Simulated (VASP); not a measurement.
Ti: single point with PBE

Ti:

```
Ti
1.0
    -1.60173    1.60173    1.85993
     1.60173   -1.60173    1.85993
     1.60173    1.60173   -1.85993
Ti
1
Cartesian
  0.0000 0.0000 0.0000
```

This cell differs from its parent crystal: volume 19.087 Å^3 an atom, c/a of the conventional cell 1.1612.

```
Program                : VASP 6.6.1
Task                   : single point
Functional             : PBE
Potentials or basis    : VASP PAW PBE potentials, release 64 (Ti_sv)
Cutoff                 : 520 eV
k mesh                 : 22 × 22 × 22
Occupations            : gaussian, width 0.15 eV
Spin                   : no spin polarisation
Dipole correction      : no
Further INCAR settings : ALGO = Fast; EDIFF = 1e-06; NBANDS = 12
```

| Property | Result |
| --- | --- |
| Pressure | -8.9 GPa |
| Band gap on the k mesh | zero (band 6 reaches 8.05 eV, above the bottom of band 7 at 6.62 eV) |

Stress tensor (GPa, compression positive):
```
-9.96  0.00  0.00
 0.00 -9.96  0.00
 0.00  0.00 -6.85
```

Levels at points of the mesh, in eV from the Fermi level:
| k point | band 3 | band 4 | band 5 | band 6 | band 7 | band 8 | band 9 | band 10 |
| --- | --- | --- | --- | --- | --- | --- | --- | --- |
| (0.00, 0.00, 0.00) | -32.76 | -32.75 | -5.79 | 0.66 | 0.66 | 1.48 | 1.78 | 2.69 |
| (0.50, 0.00, 0.00) | -32.89 | -32.76 | -2.30 | 0.06 | 0.61 | 1.68 | 2.86 | 3.56 |
| (0.50, 0.50, 0.00) | -32.93 | -32.81 | -2.25 | -1.01 | 1.50 | 2.95 | 2.99 | 3.74 |
| (0.50, 0.50, 0.50) | -33.04 | -33.04 | -2.03 | -1.68 | 3.27 | 3.47 | 3.47 | 5.13 |

Run time: 3 min on 1 thread of Intel(R) Xeon(R) Platinum 8124M CPU @ 3.00GHz (Skylake/Cascade Lake), with other jobs on the host, peak memory 0.29 GiB.
